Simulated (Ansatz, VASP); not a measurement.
Nb: VASP beside Ansatz

```xyz
1
Lattice="0.0000 2.1573 2.1150 2.1573 0.0000 2.1150 2.1573 2.1573 0.0000" Properties=species:S:1:pos:R:3 pbc="T T T"
Nb    0.0000    0.0000    0.0000
```

Change from the starting cell: equal xx and yy strain of +2 %, PAW files.

Alike in both runs: task electric field gradients; functional PBEsol; k mesh 13 × 13 × 13; occupations fermi-dirac, width 0.08 eV; no spin polarisation.

```csv
,VASP,Ansatz
version,VASP 6.6.1,Ansatz 0.2.0
potentials or method,"VASP PAW PBE potentials, release 64 (Nb_sv)","PAW with Ansatz's default frozen-core files, scalar-relativistic"
plane-wave cutoff (eV),520,420
valence electrons in the cell,13,13
```

Ansatz gave:

| Property | Result |
| --- | --- |
| pressure (GPa) | -12.3 |
| traceless stress, the component that is largest in VASP (GPa) | -3.03 |
| size of Vzz on the site where it differs most (V/Å²) | 10.7 |

**Question.** Which values does VASP return?

**Answer.** Pressure (GPa): -12.5; traceless stress, the component that is largest in VASP (GPa): -3.00; size of Vzz on the site where it differs most (V/Å²): 10.7.

VASP's potentials were made for PBE, not for PBEsol.
